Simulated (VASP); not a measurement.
# Sb (P6/mmm) in VASP: single point with LDA

Aim: the single point of Sb with LDA.

All numbers are computed with VASP 6.6.1; they aren't measurements. Logs are shortened: lines on timing, memory, paths and dates and some standing lists are left out, and cuts for length are marked.

## (1) The cell of the first run

The structure is hexagonal, space group P6/mmm (No. 191). Conventional cell: a = 3.461 Å, b = 3.461 Å, c = 11.754 Å, α = 90.00°, β = 90.00°, γ = 120.00°. Within 4.5 Å of Sb (site symmetry 6/mmm) lie 6 Sb at 3.46 Å.

## (2) Single point, LDA

INCAR reads:

```
  PREC = Accurate
  ENCUT = 520
  EDIFF = 1E-6
  ISMEAR = 1
  SIGMA = 0.3
  LREAL = F
  LASPH = T
  NELM = 100
  ALGO = Normal
  ISIF = 2
  LWAVE = F
  LCHARG = T
  LELF = T
  LVHAR = T
  NBANDS = 8
```

KPOINTS reads:

```
regular mesh
0
Gamma
  8 8 2
```

POSCAR reads:

```
Sb
1.0
    3.4609500000      0.0000000000      0.0000000000
   -1.7304800000      2.9972700000      0.0000000000
    0.0000000000      0.0000000000     11.7542800000
Sb
1
Direct
    0.0000000000      0.0000000000      0.5000000000
```

Potentials or basis: VASP PAW LDA potentials, release 64 (Sb).

Launch:

```sh
cat potpaw_LDA.64/Sb/POTCAR > POTCAR
mpirun -np 1 vasp_std > vasp.out
```

OUTCAR:

```text
PREC = Accurate
   ENCUT = 520
   EDIFF = 1E-6
   ISMEAR = 1
   LREAL = F
   LASPH = T
   NELM = 100
   ISIF = 2

 ion  position               nearest neighbor table
   1  0.000  0.000  0.500-

  LATTYP: Found a hexagonal cell.
 ALAT       =     3.4609500000
 C/A-ratio  =     3.3962582528

  Lattice vectors:

 A1 = (   3.4609500000,   0.0000000000,   0.0000000000)
 A2 = (  -1.7304800000,   2.9972700000,   0.0000000000)
 A3 = (   0.0000000000,   0.0000000000,  11.7542800000)

Analysis of symmetry for initial positions (statically):
=====================================================================
 Subroutine PRICEL returns:
 Original cell was already a primitive cell.

 Routine SETGRP: Setting up the symmetry group for a
 hexagonal supercell.

 Subroutine GETGRP returns: Found 24 space group operations
 (whereof 24 operations were pure point group operations)
 out of a pool of 24 trial point group operations.

The static configuration has the point symmetry D_6h.

Analysis of symmetry for dynamics (positions and initial velocities):
=====================================================================
 Subroutine PRICEL returns:
 Original cell was already a primitive cell.

 Routine SETGRP: Setting up the symmetry group for a
 hexagonal supercell.

 Subroutine GETGRP returns: Found 24 space group operations
 (whereof 24 operations were pure point group operations)
 out of a pool of 24 trial point group operations.

The dynamic configuration has the point symmetry D_6h.

 Subroutine INISYM returns: Found 24 space group operations
 (whereof 24 operations are pure point group operations),
 and found     1 'primitive' translations

----------------------------------------------------------------------------------------

                                     Primitive cell

  volume of cell :     121.9319

  direct lattice vectors                    reciprocal lattice vectors
     3.460950000  0.000000000  0.000000000     0.288938008  0.166818953  0.000000000
    -1.730480000  2.997270000  0.000000000     0.000000000  0.333636943  0.000000000
     0.000000000  0.000000000 11.754280000     0.000000000  0.000000000  0.085075394

  length of vectors
     3.460950000  3.460951962 11.754280000     0.333637132  0.333636943  0.085075394

  position of ions in fractional coordinates (direct lattice)
     0.000000000  0.000000000  0.500000000

  ion indices of the primitive-cell ions
   primitive index   ion index
                 1           1

----------------------------------------------------------------------------------------

 KPOINTS: regular mesh

Automatic generation of k-mesh.
 Grid dimensions read from file:
 generate k-points for:    8    8    2

 Generating k-lattice:

  Cartesian coordinates                     Fractional coordinates (reciprocal lattice)
     0.036117251  0.020852369  0.000000000     0.125000000  0.000000000  0.000000000
     0.000000000  0.041704618  0.000000000     0.000000000  0.125000000  0.000000000
     0.000000000  0.000000000  0.042537697     0.000000000  0.000000000  0.500000000

  Length of vectors
     0.041704642  0.041704618  0.042537697

  Shift w.r.t. Gamma in fractional coordinates (k-lattice)
     0.000000000  0.000000000  0.000000000

 Subroutine IBZKPT returns following result:
 ===========================================

 Found     20 irreducible k-points:

 Following reciprocal coordinates:
            Coordinates               Weight
  0.000000  0.000000  0.000000      1.000000
  0.125000  0.000000  0.000000      6.000000
  0.250000  0.000000  0.000000      6.000000
  0.375000  0.000000  0.000000      6.000000
  0.500000  0.000000  0.000000      3.000000
  0.125000  0.125000  0.000000      6.000000
[... 12 lines left out ...]
  0.250000  0.250000  0.500000      6.000000
  0.375000  0.250000  0.500000      6.000000
   k-points           NKPTS =     20   k-points in BZ     NKDIM =     20   number of bands    NBANDS=      8
   number of dos      NEDOS =    301   number of ions     NIONS =      1
   total plane-waves  NPLWV =  70560
   dimension x,y,z NGX =    28 NGY =   28 NGZ =   90
   dimension x,y,z NGXF=    56 NGYF=   56 NGZF=  180
   ions per type =               1
   NGX,Y,Z   is equivalent  to a cutoff of  13.45, 13.45, 12.73 a.u.
   NGXF,Y,Z  is equivalent  to a cutoff of  26.90, 26.90, 25.46 a.u.
 SYSTEM =  unknown system
   PREC   = accura    normal or accurate (medium, high low for compatibility)
   ISTART =      0    job   : 0-new  1-cont  2-samecut
   ICHARG =      2    charge: 1-file 2-atom 10-const
   ISPIN  =      1    spin polarized calculation?
   LNONCOLLINEAR =      F non collinear calculations
   LSORBIT =      F    spin-orbit coupling
   LASPH  =      T    aspherical Exc in radial PAW
   ENCUT  =  520.0 eV  38.22 Ry    6.18 a.u.   6.44  6.44 21.86*2*pi/ulx,y,z
   NELM   =    100;   NELMIN=  2; NELMDL= -5     # of ELM steps
   EDIFF  = 0.1E-05   stopping-criterion for ELM
   LREAL  =      F    real-space projection
   EDIFFG = 0.1E-04   stopping-criterion for IOM
   NSW    =      0    number of steps for IOM
   IBRION =     -1    ionic relax: 0-MD 1-quasi-New 2-CG
   NFREE  =      0    steps in history (QN), initial steepest desc. (CG)
   ISIF   =      2    stress and relaxation
   ISYM   =      2    0-nonsym 1-usesym 2-fastsym
   POTIM  = 0.5000    time-step for ionic-motion
   TEBEG  =    0.0;   TEEND  =   0.0 temperature during run
   PSTRESS=    0.0 pullay stress
   NELECT =       5.0000    total number of electrons
   NUPDOWN=      -1.0000    fix difference up-down
   EMIN   =  10.00;   EMAX   =-10.00  energy-range for DOS
   EFERMI =   0.00;   METHOD = LEGACY
   ISMEAR =     1;   SIGMA  =   0.30  broadening in eV -4-tet -1-fermi 0-gaus
   EFERMI_NEDOS =   21; number of points for ismear=-14 and -15
   IALGO  =     38    algorithm
   IMIX   =      4    mixing-type and parameters
     AMIX     =   0.40;   BMIX     =  1.00
     AMIX_MAG =   1.60;   BMIX_MAG =  1.00
  volume/ion in A,a.u.               =     121.93       822.84
  Fermi-wavevector in a.u.,A,eV,Ry     =   0.564537  1.066820  4.336205  0.318702
  Thomas-Fermi vector in A             =   1.602139
   LORBIT       =      0    0 simple, 1 ext, 2 COOP (PROOUT), +10 PAW based schemes
   GGA     = CA    functional components
   LHFCALC =     F    Hartree Fock is set to
   AEXX    =    0.0000 exact exchange contribution
   IVDW    =     0    specifies the selected vdW correction
   LEPSILON=     F    determine dielectric tensor
   LRPA    =     F    only Hartree local field effects (RPA)
 non-spin polarized calculation
 Methfessel and Paxton  Order N= 1 SIGMA  =   0.30
  energy-cutoff  :      520.00
  volume of cell :      121.93
 maximum number of plane-waves:      3312
 NGX is ok and might be reduce to    28
   NGX = 13   NGY = 13   NGZ = 43

 number of electron       4.9999999 magnetization

 Free energy of the ion-electron system (eV)
  ---------------------------------------------------
  ext. energy  EPLUGINS =         0.00000000
  ---------------------------------------------------
  free energy    TOTEN  =        -3.60158418 eV

  energy without entropy =       -3.61111829  energy(sigma->0) =       -3.60476221

 E-fermi :  -2.1222     XC(G=0):  -3.7366

 val. band max:       -2.2859881548   @ k =   0.3750   0.0000   0.0000
 cond. band min:      -2.1170666204   @ k =   0.2500   0.0000   0.0000
 fundamental gap:      0.1689215344
 Fermi energy:        -2.1222178021

 k-point     1 :       0.0000    0.0000    0.0000
  band No.  band energies     occupation
      1     -12.4691      2.00000
      2      -4.1291      2.00000
      3       1.4949     -0.00000
      4       2.3448     -0.00000
      5       2.3449     -0.00000
      6       3.2298     -0.00000
      7       3.8183     -0.00000
      8       7.4036      0.00000

 k-point     2 :       0.1250    0.0000    0.0000
  band No.  band energies     occupation
      1     -12.2340      2.00000
      2      -3.8939      2.00000
      3       0.6577     -0.00000
      4       1.7561     -0.00000
      5       1.8590     -0.00000
      6       3.4677     -0.00000
      7       4.0748      0.00000
      8       6.7026      0.00000

 k-point     3 :       0.2500    0.0000    0.0000
  band No.  band energies     occupation
      1     -11.5544      2.00000
      2      -3.2231      2.00000
      3      -2.1171      0.97094
      4       0.9686     -0.00000
      5       2.5231     -0.00000
      6       4.0888      0.00000
      7       4.8439      0.00000
      8       5.4495      0.00000

 k-point     4 :       0.3750    0.0000    0.0000
  band No.  band energies     occupation
      1     -10.5724      2.00000
      2      -4.5317      2.00000
      3      -2.2860      1.78852
      4       0.2842     -0.00000
      5       3.6465     -0.00000
      6       3.7982     -0.00000
      7       4.7230      0.00000
      8       5.8764      0.00000

 k-point     5 :       0.5000    0.0000    0.0000
  band No.  band energies     occupation
      1      -9.9413      2.00000
      2      -5.6592      2.00000
      3      -1.7156     -0.06653
      4       0.0371     -0.00000
      5       2.7662     -0.00000
      6       4.4681      0.00000
      7       5.4523      0.00000
      8       5.7596      0.00000
[... 133 lines left out ...]
 k-point    18 :       0.3750    0.1250    0.5000
  band No.  band energies     occupation
      1     -10.0106      2.00000
      2      -5.1643      2.00000
      3      -1.7634     -0.07065
      4      -1.2462     -0.00029
      5       3.1784     -0.00000
      6       4.9574      0.00000
      7       5.9657      0.00000
      8       6.2041      0.00000

 k-point    19 :       0.2500    0.2500    0.5000
  band No.  band energies     occupation
      1     -10.0747      2.00000
      2      -4.3615      2.00000
      3      -2.5592      2.05907
      4      -1.8086     -0.05845
      5       3.8266     -0.00000
      6       4.7100      0.00000
      7       5.6400      0.00000
      8       5.8786      0.00000

 k-point    20 :       0.3750    0.2500    0.5000
  band No.  band energies     occupation
      1      -9.5826      2.00000
      2      -4.8542      2.00000
      3      -3.2967      2.00000
      4      -1.3563     -0.00182
      5       3.4863     -0.00000
      6       4.9132      0.00000
      7       6.2712      0.00000
      8       6.7039      0.00000

------------------------ aborting loop because EDIFF is reached ----------------------------------------

  FORCE on cell =-STRESS in cart. coord.  units (eV):
  Direction    XX          YY          ZZ          XY          YZ          ZX
  --------------------------------------------------------------------------------------
  -------------------------------------------------------------------------------------
  Total       -3.4187148     -3.4187133     -0.0006580      0.0000057      0.0000000      0.0000000
  in kB      -44.9217044    -44.9216857     -0.0086460      0.0000749      0.0000000      0.0000000
  external PRESSURE =     -29.9506787 kB  Pullay stress =       0.0000000 kB

 VOLUME and BASIS-vectors are now :
 -----------------------------------------------------------------------------
  energy-cutoff  :      520.00
  volume of cell :      121.93
      direct lattice vectors                 reciprocal lattice vectors
     3.460950000  0.000000000  0.000000000     0.288938008  0.166818953  0.000000000
    -1.730480000  2.997270000  0.000000000     0.000000000  0.333636943  0.000000000
     0.000000000  0.000000000 11.754280000     0.000000000  0.000000000  0.085075394

 POSITION                                       TOTAL-FORCE (eV/Angst)
 -----------------------------------------------------------------------------------
      0.00000      0.00000      5.87714         0.000000      0.000000      0.000000
 -----------------------------------------------------------------------------------
    total drift:                                0.000000      0.000000      0.000000

  FREE ENERGIE OF THE ION-ELECTRON SYSTEM (eV)
  ---------------------------------------------------
  free  energy   TOTEN  =        -3.6015841779 eV

  energy  without entropy=       -3.6111182879  energy(sigma->0) =       -3.60476221
```

It took 25 s on 1 thread of Intel Xeon Platinum 8259CL at 2.50GHz (Skylake/Cascade Lake), shared host; peak memory 0.19 GiB.

What came out:

```yaml
Free_energy: -3.6016 eV
Pressure: -3.0 GPa
```

Levels at points of the mesh, in eV from the Fermi level:
```
           k point  band 1  band 2  band 3  band 4  band 5  band 6
(0.00, 0.00, 0.00)  -10.35   -2.01    3.62    4.47    4.47    5.35
(0.50, 0.00, 0.00)   -7.82   -3.54    0.41    2.16    4.89    6.59
(0.00, 0.00, 0.50)  -10.35   -2.01    3.77    4.47    4.47    4.64
(0.50, 0.00, 0.50)   -7.82   -3.54    0.41    2.16    4.89    6.59
```

Caveat: spin-orbit coupling is left out, which moves the levels of the heavy elements.
